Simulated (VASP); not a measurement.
Wanted: the native input for a VASP 6.6.1 run.

* Task: single point
* Functional: revPBE
* Dispersion: D3(BJ)
* Potentials or basis: VASP PAW PBE potentials, release 64 (Sn_d, Se)
* Cutoff: 520 eV
* k mesh: 3 × 6 × 6
* Occupations: fermi-dirac, width 0.05 eV
* Spin: no spin polarisation
* Dipole correction: no
* Further INCAR settings: ALGO = Normal; EDIFF = 1e-07; NBANDS = 50

The structure of SnSe lies in POSCAR:

```
SnSe
1.0
   11.4956313432      0.0000000000      0.0000000000
    0.0000000000      4.2177491531      0.0000000000
    0.0000000000      0.0000000000      4.4895372846
Sn Se
4 4
Direct
    0.8770000000      0.7500000000      0.9090000000
    0.6230000000      0.2500000000      0.4090000000
    0.3770000000      0.7500000000      0.5910000000
    0.1230000000      0.2500000000      0.0910000000
    0.6430000000      0.7500000000      0.9840000000
    0.8570000000      0.2500000000      0.4840000000
    0.1430000000      0.7500000000      0.5160000000
    0.3570000000      0.2500000000      0.0160000000
```

One way to write it, as run:

INCAR

```
  PREC = Accurate
  ENCUT = 520
  EDIFF = 1E-7
  ISMEAR = -1
  SIGMA = 0.05
  LREAL = F
  LASPH = T
  NELM = 100
  ALGO = Normal
  ISIF = 2
  LWAVE = F
  LCHARG = F
  GGA = RE
  IVDW = 12
  NBANDS = 50
```

KPOINTS

```
regular mesh
0
Gamma
  3 6 6
```

Potentials or basis: VASP PAW PBE potentials, release 64 (Sn_d, Se).

Launch:

```bash
$ cat potpaw_PBE.64/Sn_d/POTCAR potpaw_PBE.64/Se/POTCAR > POTCAR
$ mpirun -np 1 vasp_std > vasp.out
```

Results of the run:

- Pressure: -1.4 GPa
- Largest force: 0.244 eV/Å
- Band gap on the k mesh: 0.58 eV (least direct gap 0.74 eV)
- Dispersion energy per atom: -0.676 eV

Caveat: semilocal functionals underestimate gaps, and a narrow one can read as zero; the PAW data sets were made with another functional, which shifts forces and pressure a little; spin-orbit coupling is left out, which moves the levels of the heavy elements.

Run time: 4.7 min on 1 thread of Oxide Virtual Turin-like Processor, on a shared host, peak memory 0.45 GiB.
